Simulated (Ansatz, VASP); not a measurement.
## Two plane-wave programs on Re

```xyz
1
Lattice="2.6373 0.0000 0.0000 0.0000 2.6373 0.0000 0.0000 0.0000 2.6373" Properties=species:S:1:pos:R:3 pbc="T T T"
Re    0.0000    0.0000    0.0000
```

Alike in both runs: task single point; functional LDA; k mesh 14 × 14 × 14; occupations fermi-dirac, width 0.1 eV; no spin polarisation.

|  | VASP | Ansatz |
| --- | --- | --- |
| version | VASP 6.6.1 | Ansatz 0.2.0 |
| potentials or method | VASP PAW LDA potentials, release 64 (Re), cutoff 520 eV | plane waves (420 eV) with PAW, scalar-relativistic |
| valence electrons in the cell | 7 | 15 |

|  | VASP | Ansatz | Ansatz less VASP |
| --- | --- | --- | --- |
| pressure (GPa) | -26.5 | -26.3 | +0.18 |

Ansatz warns that its potentials were made for another functional, while VASP's fit it. LDA's correlation is that of Perdew and Zunger in VASP and of Perdew and Wang (1992) in Ansatz. VASP's potentials hold 7 valence electrons a cell and Ansatz's 15, so a difference there can come from the potentials and not from the codes.

Neither program's run includes spin-orbit coupling.
